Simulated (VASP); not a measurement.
HfN: single point with PBE

The system is HfN.

```
Hf N
1.0
     0.09023    2.30098    2.30098
     2.30098    0.09023    2.30098
     2.30098    2.30098    0.09023
Hf N
1 1
Direct
  0.00000 0.00000 0.00000
  0.50000 0.50000 0.50000
```

This cell differs from its parent crystal: equal xy, yz and zx shear strains of +4 %.

```yaml
Program: VASP 6.6.1
Task: single point
Functional: PBE
Potentials_or_basis: VASP PAW PBE potentials, release 64 (Hf_pv, N)
Cutoff: 520 eV
k_mesh: 16 × 16 × 16
Occupations: fermi-dirac, width 0.05 eV
Spin: no spin polarisation
```

```yaml
Pressure: 4.7 GPa
Band_gap_on_the_k_mesh: zero (an odd number of electrons rules out a gap without spin polarisation)
```

Stress tensor (GPa, compression positive):
```
 4.72 -5.05 -5.05
-5.05  4.72 -5.05
-5.05 -5.05  4.72
```

Levels at points of the mesh, in eV from the Fermi level:
```tsv
k point	band 3	band 4	band 5	band 6	band 7	band 8	band 9	band 10	band 11	band 12
(0.00, 0.00, 0.00)	-31.09	-17.51	-3.22	-2.88	-2.88	-1.03	-0.07	-0.07	2.00	2.06
(0.50, 0.00, 0.00)	-31.22	-14.73	-8.87	-6.56	-5.99	2.64	4.15	4.34	4.44	8.90
(0.50, 0.50, 0.00)	-31.39	-16.41	-5.40	-3.83	-3.80	-3.52	4.07	5.27	5.66	5.78
(0.50, 0.50, 0.50)	-31.15	-14.86	-8.96	-5.82	-5.82	3.04	3.41	3.41	4.69	8.58
```

It took 44 s on 1 thread of Intel(R) Xeon(R) 6975P-C (Granite Rapids), on a shared host, peak memory 0.25 GiB.

Caveat: the cell differs from its parent crystal (equal xy, yz and zx shear strains of +4 %); the cell stands under pressure; spin-orbit coupling is left out, which moves the levels of the heavy elements.
